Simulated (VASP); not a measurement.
A run of VASP 6.6.1:

File INCAR:

```
ALGO = Fast ; EDIFF = 1E-6
ENCUT = 520 ; GGA = PE
ISIF = 2 ; ISMEAR = 0
LASPH = True ; LCHARG = False
LREAL = False ; LWAVE = False
NBANDS = 17 ; NELM = 60
PREC = Accurate ; SIGMA = 0.15
```

The input KPOINTS:

```
k-points
0
Gamma
  12 12 6
```

The input POSCAR:

```
Sr
1.0
    4.3424423230      0.0000000000      0.0000000000
   -2.1712211615      3.7606653662      0.0000000000
    0.0000000000      0.0000000000      6.7678499241
Sr
2
Direct
    0.3333333333      0.6666666667      0.2500000000
    0.6666666667      0.3333333333      0.7500000000
```

Potentials or basis: VASP PAW PBE potentials, release 64 (Sr_sv).

The run is started by

```console
$ cat potpaw_PBE.64/Sr_sv/POTCAR > POTCAR
$ mpirun -np 1 vasp_std > vasp.out
```

Hardware: 1 thread of Intel(R) Xeon(R) 6975P-C (Granite Rapids), on a shared host.

Q: How long does it take, and how much memory?

A: Run time: 56 s on 1 thread of Intel(R) Xeon(R) 6975P-C (Granite Rapids), with other jobs on the host, peak memory 0.29 GiB. Counts: scf iterations 14, k points 76.
